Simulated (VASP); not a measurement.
A run of VASP 6.6.1:

File INCAR:

```
SYSTEM = ScPd
PREC = Accurate ; ENCUT = 520
EDIFF = 1E-6 ; ISMEAR = -1
SIGMA = 0.1 ; LREAL = .False.
LASPH = .True. ; NELM = 60
ALGO = Normal ; ISIF = 2
LWAVE = .False. ; LCHARG = .True.
GGA = PS ; LELF = .True.
LVHAR = .True. ; NBANDS = 18
```

KPOINTS

```
regular mesh
0
Gamma
  14 14 14
  0 0 0
```

File POSCAR:

```
ScPd
1.0
    3.2582419224      0.0000000000      0.0000000000
    0.0000000000      3.2582419224      0.0000000000
    0.0000000000      0.0000000000      3.2582419224
Sc Pd
1 1
Direct
    0.5000000000      0.5000000000      0.5000000000
    0.0000000000      0.0000000000      0.0000000000
```

Potentials or basis: VASP PAW PBE potentials, release 64 (Sc_sv, Pd).

The run is started by

```bash
$ cat potpaw_PBE.64/Sc_sv/POTCAR potpaw_PBE.64/Pd/POTCAR > POTCAR
$ mpirun -np 1 vasp_std > vasp.out
```

Hardware: 1 thread of AMD EPYC 9R45 (Zen 5), on a shared host.

Q: Estimate the wall time of this run.

A: Run time: 26 s on 1 thread of AMD EPYC 9R45 (Zen 5), on a shared host, peak memory 0.17 GiB. Counts: scf iterations 12, k points 120.
